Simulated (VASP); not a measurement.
Write the native input for VASP 6.6.1 that does the following.

| Quantity | Value |
| --- | --- |
| Task | relaxation of cell and atoms |
| Functional | PBEsol |
| Potentials or basis | VASP PAW PBE potentials, release 64 (Lu) |
| Cutoff | 600 eV |
| k mesh | 6 × 6 × 6 |
| Occupations | gaussian, width 0.05 eV |
| Spin | no spin polarisation |
| Target pressure | 10 GPa |
| Dipole correction | no |
| Further INCAR settings | ALGO = Normal; EDIFF = 1e-07; IBRION = 2; EDIFFG = -0.03; NSW = 80; ISIF = 3 |

The structure of Lu lies in POSCAR:

```
Lu
1.0
    1.9450000000      1.9450000000      1.9450000000
   -1.9450000000      1.9450000000      1.9450000000
   -1.9450000000     -1.9450000000      1.9450000000
Lu
1
Direct
    0.0000000000      0.0000000000      0.0000000000
```

One way to write it, as run:

INCAR

```
ALGO     = Normal         # electronic algorithm
EDIFF    = 1E-7           # SCF threshold, eV
EDIFFG   = -0.03          # ionic threshold
ENCUT    = 600            # plane-wave cutoff, eV
GGA      = PS             # functional
IBRION   = 2              # ionic algorithm
ISIF     = 3              # what is computed and relaxed
ISMEAR   = 0              # smearing method
LASPH    = T              # aspherical terms in the spheres
LCHARG   = F              # write CHGCAR
LREAL    = F              # projectors in reciprocal space
LWAVE    = F              # write WAVECAR
NELM     = 80             # most SCF steps
NSW      = 80             # ionic steps
PREC     = Accurate       # precision mode
PSTRESS  = 100.0        
SIGMA    = 0.05           # smearing width, eV
```

KPOINTS

```
k-points
0
Gamma
  6 6 6
```

Potentials or basis: VASP PAW PBE potentials, release 64 (Lu).

Command:

```console
$ cat potpaw_PBE.64/Lu/POTCAR > POTCAR
$ mpirun -np 1 vasp_std > vasp.out
```

It gave:

```yaml
Relaxed_volume: 23.62 Å³/atom
Relaxed_cell: a = 3.131 Å, b = 3.131 Å, c = 3.131 Å, α = 70.53°, β = 109.47°, γ = 70.53°
Space_group_after_relaxing_to_0.05_Å: Im-3m (No. 229)
Energy_change_on_relaxing_the_enthalpy_is_what_falls: +127.8 meV/atom
Ionic_steps: 4
Pressure_after_relaxing: 10.0 GPa
```

Caveat: the k points lie up to 0.41 Å⁻¹ apart in the final cell; the cell is relaxed towards a set pressure, so the enthalpy falls and the energy may rise; the volume moved by over 15 % at a fixed basis, so the end points are rough; the PAW data sets were made with another functional, which shifts forces and pressure a little.

Run time: 52 s on 1 thread of Intel(R) Xeon(R) Platinum 8259CL CPU @ 2.50GHz (Skylake/Cascade Lake) (shared host), peak memory 0.17 GiB.
